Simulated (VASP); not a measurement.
A run of VASP 6.6.1:

File INCAR:

```
  PREC = Accurate
  ENCUT = 600
  EDIFF = 1E-6
  ISMEAR = -1
  SIGMA = 0.05
  LREAL = F
  LASPH = T
  NELM = 60
  ALGO = Normal
  ISIF = 8
  LWAVE = F
  LCHARG = F
  GGA = PS
  IBRION = 2
  NSW = 80
  EDIFFG = -0.01
```

The input KPOINTS:

```
Automatic mesh
0
Gamma
  12 12 12
```

File POSCAR:

```
C
1.0
    1.2280287100      0.7090027100      3.3470114500
   -1.2280287100      0.7090027100      3.3470114500
    0.0000000000     -1.4180054100      3.3470114500
C
2
Direct
    0.8360000000      0.8360000000      0.8360000000
    0.1640000000      0.1640000000      0.1640000000
```

Potentials or basis: VASP PAW PBE potentials, release 64 (C).

The run is started by

```bash
$ cat potpaw_PBE.64/C/POTCAR > POTCAR
$ mpirun -np 1 vasp_std > vasp.out
```

Hardware: 1 thread of Intel(R) Xeon(R) Platinum 8375C CPU @ 2.90GHz (Ice Lake), on a shared host.

Estimate the wall time of this run.

Run time: 2.5 min on 1 thread of Intel(R) Xeon(R) Platinum 8375C CPU @ 2.90GHz (Ice Lake) (shared host), peak memory 0.17 GiB. Counts: scf iterations 33, k points 189, ion steps 7.
